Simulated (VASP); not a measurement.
K:

```xyz
1
Lattice="4.3104 0.0000 0.0000 0.0000 4.3104 0.0000 0.0000 0.0000 4.3104" Properties=species:S:1:pos:R:3 pbc="T T T"
K     0.0000    0.0000    0.0000
```

- Program: VASP 6.6.1
- Task: relaxation of cell and atoms
- Functional: PBEsol
- Dispersion: D3(BJ)
- Potentials or basis: VASP PAW PBE potentials, release 64 (K_sv)
- Cutoff: 600 eV
- k mesh: 7 × 7 × 7
- Occupations: fermi-dirac, width 0.05 eV
- Spin: no spin polarisation

At the start: pressure -0.4 GPa; volume 80.09 Å³/atom.

Task: Where does the relaxation end?

Result: Over 4 steps the energy falls by 13.4 meV/atom and the volume is 69.54 Å³/atom (-13.2 %); space group Pm-3m (No. 221, to 0.05 Å).

The path:
| step | energy change (eV) | largest force (eV/Å) | pressure (GPa) | volume (Å³) |
| --- | --- | --- | --- | --- |
| 1 | 0.0000 | 0.0000 | -0.37 | 80.09 |
| 2 | -0.0046 | 0.0000 | -0.32 | 77.94 |
| 3 | -0.0128 | 0.0000 | -0.09 | 71.73 |
| 4 | -0.0134 | 0.0000 | 0.01 | 69.54 |

Final structure:
```xyz
1
Lattice="4.1123 0.0000 0.0000 0.0000 4.1123 0.0000 0.0000 0.0000 4.1123" Properties=species:S:1:pos:R:3 pbc="T T T"
K     0.0000    0.0000    0.0000
```

Caveat: the PAW data sets were made with another functional, which shifts forces and pressure a little; pairwise dispersion overbinds metals, which lowers pressure and volume.
